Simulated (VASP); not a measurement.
# Mg5Se (F-43m) in VASP: a series of runs, part 2 of 2

VASP 6.6.1. Earlier steps stand in the parts before.

## (6) Relaxation of cell and atoms, PBE

This run uses another cell than the first one, of 23.32 Å³/atom.

INCAR reads:

```
PREC = Accurate
ENCUT = 600
EDIFF = 1E-6
ISMEAR = 0
SIGMA = 0.1
LREAL = F
LASPH = T
NELM = 100
ALGO = Normal
ISIF = 3
LWAVE = F
LCHARG = F
GGA = PE
IBRION = 2
NSW = 100
EDIFFG = -0.01
```

KPOINTS reads:

```
regular mesh
0
Gamma
  8 8 8
```

POSCAR reads:

```
Mg5Se
1.0
    0.0000000000      4.1204304716      4.1204304716
    4.1204304716      0.0000000000      4.1204304716
    4.1204304716      4.1204304716      0.0000000000
Mg Se
5 1
Direct
    0.6246960632      0.6246960632      0.6246960632
    0.1259118105      0.6246960632      0.6246960632
    0.6246960632      0.6246960632      0.1259118105
    0.6246960632      0.1259118105      0.6246960632
    0.2500000000      0.2500000000      0.2500000000
    0.0000000000      0.0000000000      0.0000000000
```

Potentials or basis: VASP PAW PBE potentials, release 64 (Mg, Se).

Run with:

```
> cat potpaw_PBE.64/Mg/POTCAR potpaw_PBE.64/Se/POTCAR > POTCAR
> mpirun -np 1 vasp_std > vasp.out
```

OUTCAR:

```text
PREC = Accurate
   ENCUT = 600
   EDIFF = 1E-6
   ISMEAR = 0
   LREAL = F
   LASPH = T
   NELM = 100
   ISIF = 3
   GGA = PE
   IBRION = 2
   NSW = 100
   EDIFFG = -0.01

 ion  position               nearest neighbor table
   1  0.625  0.625  0.625-   2 2.91   3 2.91   4 2.91   2 2.92   4 2.92   3 2.92   5 3.42   5 3.42
                             5 3.42
   2  0.126  0.625  0.625-   1 2.91   3 2.91   4 2.91   4 2.92   3 2.92   1 2.92   5 3.42   5 3.42
                             5 3.42
   3  0.625  0.625  0.126-   1 2.91   2 2.91   4 2.91   4 2.92   2 2.92   1 2.92   5 3.42   5 3.42
                             5 3.42
   4  0.625  0.126  0.625-   1 2.91   2 2.91   3 2.91   2 2.92   3 2.92   1 2.92   5 3.42   5 3.42
                             5 3.42
   5  0.250  0.250  0.250-   2 3.42   4 3.42   2 3.42   3 3.42   3 3.42   4 3.42   1 3.42   1 3.42
                             1 3.42   4 3.42   2 3.42   3 3.42
   6  0.000  0.000  0.000-

  LATTYP: Found a face centered cubic cell.
 ALAT       =     8.2408609432

  Lattice vectors:

 A1 = (   0.0000000000,   4.1204304716,   4.1204304716)
 A2 = (   4.1204304716,   0.0000000000,   4.1204304716)
 A3 = (   4.1204304716,   4.1204304716,   0.0000000000)

Analysis of symmetry for initial positions (statically):
=====================================================================
 Subroutine PRICEL returns:
 Original cell was already a primitive cell.

 Routine SETGRP: Setting up the symmetry group for a
 face centered cubic supercell.

 Subroutine GETGRP returns: Found 24 space group operations
 (whereof 24 operations were pure point group operations)
 out of a pool of 48 trial point group operations.

The static configuration has the point symmetry T_d .

Analysis of symmetry for dynamics (positions and initial velocities):
=====================================================================
 Subroutine PRICEL returns:
[... 200 lines left out ...]
  free  energy   TOTEN  =       -10.7250105654 eV

  energy  without entropy=      -10.7105558702  energy(sigma->0) =      -10.71778322

--------------------------------------- Ionic step        2  -------------------------------------------

 number of electron      16.0000001 magnetization

 Free energy of the ion-electron system (eV)
  ---------------------------------------------------
  ext. energy  EPLUGINS =         0.00000000
  ---------------------------------------------------
  free energy    TOTEN  =       -10.72564314 eV

  energy without entropy =      -10.71102522  energy(sigma->0) =      -10.71833418

 E-fermi :   2.8300     XC(G=0):  -8.6269

 val. band max:        2.8021473661   @ k =   0.3750   0.1250   0.0000
 cond. band min:       2.8757480422   @ k =  -0.3750   0.2500   0.0000
 fundamental gap:      0.0736006760
 Fermi energy:         2.8300409414

 k-point     1 :       0.0000    0.0000    0.0000
  band No.  band energies     occupation
      1      -9.8214      2.00000
      2      -2.8588      2.00000
      3      -0.1207      2.00000
      4      -0.1207      2.00000
      5      -0.1207      2.00000
      6       1.5347      2.00000
      7       2.5328      1.99997
      8       2.5328      1.99997
      9       2.5328      1.99997
     10       3.4838      0.00000
     11       3.8807      0.00000
     12       3.8807      0.00000
[... 331 lines left out ...]
 k-point    24 :      -0.3750    0.2500    0.1250
  band No.  band energies     occupation
      1      -9.7401      2.00000
      2      -2.7093      2.00000
      3      -1.5958      2.00000
      4      -0.8180      2.00000
      5       0.3010      2.00000
      6       0.5263      2.00000
      7       2.0443      2.00000
      8       2.4669      2.00000
      9       3.0322      0.00426
     10       3.9486      0.00000
     11       4.7125      0.00000
     12       5.7220      0.00000

 [... further k-points ...]
[... 5 lines left out ...]
  --------------------------------------------------------------------------------------
  -------------------------------------------------------------------------------------
  Total        0.0452320      0.0452320      0.0452320      0.0000000      0.0000000      0.0000000
  in kB        0.5155231      0.5155231      0.5155231      0.0000000      0.0000000      0.0000000
  external PRESSURE =       0.5155231 kB  Pullay stress =       0.0000000 kB

 VOLUME and BASIS-vectors are now :
 -----------------------------------------------------------------------------
  energy-cutoff  :      600.00
  volume of cell :      140.58
      direct lattice vectors                 reciprocal lattice vectors
     0.000000000  4.126920037  4.126920037    -0.121155728  0.121155728  0.121155728
     4.126920037 -0.000000000  4.126920037     0.121155728 -0.121155728  0.121155728
     4.126920037  4.126920037  0.000000000     0.121155728  0.121155728 -0.121155728

 POSITION                                       TOTAL-FORCE (eV/Angst)
 -----------------------------------------------------------------------------------
      5.15682      5.15682      5.15682         0.004005      0.004005      0.004005
      5.15682      3.09702      3.09702         0.004005     -0.004005     -0.004005
      3.09702      3.09702      5.15682        -0.004005     -0.004005      0.004005
      3.09702      5.15682      3.09702        -0.004005      0.004005     -0.004005
      2.06346      2.06346      2.06346         0.000000     -0.000000      0.000000
      4.12692     -0.00000      4.12692         0.000000     -0.000000      0.000000
 -----------------------------------------------------------------------------------
    total drift:                                0.000000      0.000000      0.000000

  FREE ENERGIE OF THE ION-ELECTRON SYSTEM (eV)
  ---------------------------------------------------
  free  energy   TOTEN  =       -10.7256431390 eV

  energy  without entropy=      -10.7110252164  energy(sigma->0) =      -10.71833418

 reached required accuracy - stopping structural energy minimisation
```

OSZICAR:

```text
N       E                     dE             d eps       ncg     rms          rms(c)
DAV:   1     0.312011467615E+02    0.31201E+02   -0.55191E+03   696   0.113E+03
DAV:   2    -0.728450723098E+01   -0.38486E+02   -0.35454E+02   952   0.116E+02
DAV:   3    -0.109418728021E+02   -0.36574E+01   -0.34574E+01   904   0.331E+01
[... 12 lines left out ...]
DAV:   2    -0.107256626202E+02    0.99162E-03   -0.36362E-03   924   0.338E-01    0.328E-02
DAV:   3    -0.107256595641E+02    0.30561E-05   -0.42109E-04   712   0.143E-01    0.184E-02
DAV:   4    -0.107256460181E+02    0.13546E-04   -0.35094E-05   888   0.367E-02    0.886E-03
DAV:   5    -0.107256431880E+02    0.28301E-05   -0.78056E-06   700   0.194E-02    0.451E-03
DAV:   6    -0.107256431390E+02    0.48971E-07   -0.72722E-07   376   0.598E-03
   2 F= -.10725643E+02 E0= -.10718334E+02  d E =-.632574E-03
```

Wall time 2.1 min (1 thread of Intel Xeon 8259CL, shared host); peak memory 0.37 GiB.

What came out:

| Item | Value |
| --- | --- |
| Free energy | -10.7256 eV |
| Relaxed volume | 23.43 Å³/atom |
| Relaxed cell | a = 5.836 Å, b = 5.836 Å, c = 5.836 Å, α = 60.00°, β = 60.00°, γ = 60.00° |
| Space group after relaxing (to 0.1 Å) | F-43m (No. 216) |
| Energy gained by relaxing | 0.1 meV/atom |
| Ionic steps | 2 |
| Pressure after relaxing | 0.1 GPa |
| Largest force after relaxing | 0.007 eV/Å |
| Band gap on the k mesh | zero (bands 8 and 9 overlap by 1.22 eV) |

Forces in eV/Å, atoms in the order of the input:
```
Mg   0.004  0.004  0.004
Mg   0.004 -0.004 -0.004
Mg  -0.004 -0.004  0.004
Mg  -0.004  0.004 -0.004
Mg   0.000  0.000  0.000
Se   0.000  0.000  0.000
```

The path:
| step | energy change (eV) | largest force (eV/Å) | pressure (GPa) | volume (Å³) |
| --- | --- | --- | --- | --- |
| 1 | 0.0000 | 0.0244 | 0.22 | 139.91 |
| 2 | -0.0006 | 0.0069 | 0.05 | 140.58 |

Final structure:
```cif
data_structure
_symmetry_space_group_name_H-M 'P 1'
_symmetry_Int_Tables_number 1
_cell_length_a 5.8363
_cell_length_b 5.8363
_cell_length_c 5.8363
_cell_angle_alpha 60.000
_cell_angle_beta 60.000
_cell_angle_gamma 60.000
_cell_volume 140.58
loop_
_atom_site_label
_atom_site_type_symbol
_atom_site_fract_x
_atom_site_fract_y
_atom_site_fract_z
_atom_site_occupancy
Mg1 Mg 0.62478 0.62478 0.62478 1
Mg2 Mg 0.12566 0.62478 0.62478 1
Mg3 Mg 0.62478 0.62478 0.12566 1
Mg4 Mg 0.62478 0.12566 0.62478 1
Mg5 Mg 0.25000 0.25000 0.25000 1
Se1 Se 0.00000 0.00000 0.00000 1
```

## (7) Summary

```tsv
task	cell	k mesh	cutoff (eV)	gap on the mesh (eV)	pressure (GPa)	relaxed volume (Å³/atom)	largest force (eV/Å)
single point	a = 5.372 Å, angles 60.0°, 6 atoms	4 × 4 × 4	520	none	14.2	-	-
single point	a = 5.827 Å, angles 60.0°, 6 atoms	4 × 4 × 4	520	none	0.1	-	0.02
relaxation of cell and atoms	relaxed from a = 5.372 Å, angles 60.0°, 6 atoms	4 × 4 × 4	600	none	-0.1	23.49	-
single point	a = 5.845 Å, angles 60.0°, 6 atoms	8 × 8 × 8	520	none	-0.1	-	0.01
relaxation of cell and atoms	relaxed from a = 5.827 Å, angles 60.0°, 6 atoms	8 × 8 × 8	600	none	0.1	23.43	0.01
```

Alike in all rows: level PBE; potentials or basis VASP PAW PBE potentials, release 64 (Mg, Se); no spin polarisation; smearing gaussian 0.1 eV.

Caveats: the cell stands under pressure (at least some runs); the volume moved by over 15 % at a fixed basis, so the end points are rough (at least some runs).

Total energies depend on the potentials used, so only differences within one code and one set of settings carry meaning.
